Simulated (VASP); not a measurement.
Write the native input for VASP 6.6.1 that does the following.

```yaml
Task: single point
Functional: PBE
Dispersion: D3(BJ)
Potentials_or_basis: VASP PAW PBE potentials, release 64 (Cd, Se)
Cutoff: 500 eV
k_mesh: 1 × 2 × 2, shifted
Occupations: gaussian, width 0.1 eV
Spin: collinear spin
Starting_moments: "[0.0, 0.1] μB"
Dipole_correction: no
Further_INCAR_settings: ALGO = Normal; EDIFF = 1e-06; NBANDS = 20; ISYM = -1
```

The structure of CdSe lies in POSCAR:

```
CdSe
1.0
    0.0000000000      2.8739580000      2.8739580000
    2.8739580000      0.0000000000      2.8739580000
    2.8739580000      2.8739580000      0.0000000000
Cd Se
1 1
Direct
    0.0000000000      0.0000000000      0.0000000000
    0.5000000000      0.5000000000      0.5000000000
```

These files were run (other wordings do the same):

INCAR

```
  PREC = Accurate
  ENCUT = 500
  EDIFF = 1E-6
  ISMEAR = 0
  SIGMA = 0.1
  LREAL = False
  LASPH = True
  NELM = 200
  ALGO = Normal
  ISIF = 2
  LWAVE = False
  LCHARG = False
  ISPIN = 2
  MAGMOM = 0 0.1
  LORBIT = 11
  GGA = PE
  IVDW = 12
  ISYM = -1
  NBANDS = 20
  GGA_COMPAT = False
```

KPOINTS

```
explicit points
2
Reciprocal
  0.50000000   0.25000000   0.25000000 2
  0.50000000   0.25000000   0.75000000 2
```

Potentials or basis: VASP PAW PBE potentials, release 64 (Cd, Se).

The run is started by

```console
$ cat potpaw_PBE.64/Cd/POTCAR potpaw_PBE.64/Se/POTCAR > POTCAR
$ mpirun -np 1 vasp_std > vasp.out
```

It gave:

The pressure is -9.8 GPa. The band gap on the k mesh is 3.07 eV (least direct gap 4.03 eV), the net moment is 0.00 μB per cell and the valence electrons inside the program's atomic spheres are Cd 10.23; Se 3.74. The dispersion energy per atom is -0.388 eV.

Caveat: the stress differs along the axes, from -20 to -5 GPa; a shifted mesh leaves out Γ, where band edges can lie.

Run time: 12 s on 1 thread of Intel Xeon 8259CL, on a shared host, peak memory 0.19 GiB.
